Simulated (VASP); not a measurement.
Runs of VASP 6.6.1 on Mg. The structure is that of space group I4/mmm (No. 139), or close to it. The cells are those of the table. 

```csv
cell,gap on the mesh (eV),pressure (GPa)
"a = 3.025 Å, angles 112.5, 112.5, 103.5°, 1 atom",none,3.4
"a = 3.145 Å, angles 103.3, 103.3, 122.6°, 1 atom",none,(a)
"a = 3.070 Å, angles 104.6, 104.6, 119.6°, 1 atom",none,2.6
"a = 3.099 Å, angles 104.6, 104.6, 119.6°, 1 atom",none,(b)
"a = 3.054 Å, angles 112.5, 112.5, 103.5°, 1 atom",none,2.0
```

Alike in all rows: task single point; level PBE; potentials or basis VASP PAW PBE potentials, release 64 (Mg); no spin polarisation; k mesh 20 × 20 × 20; cutoff (eV) 520; smearing gaussian 0.15 eV.

Task: Fill in the values left out.

Result: (a) 1.0; (b) 1.4.

A gap of «none» marks levels without a gap at the run's occupations.
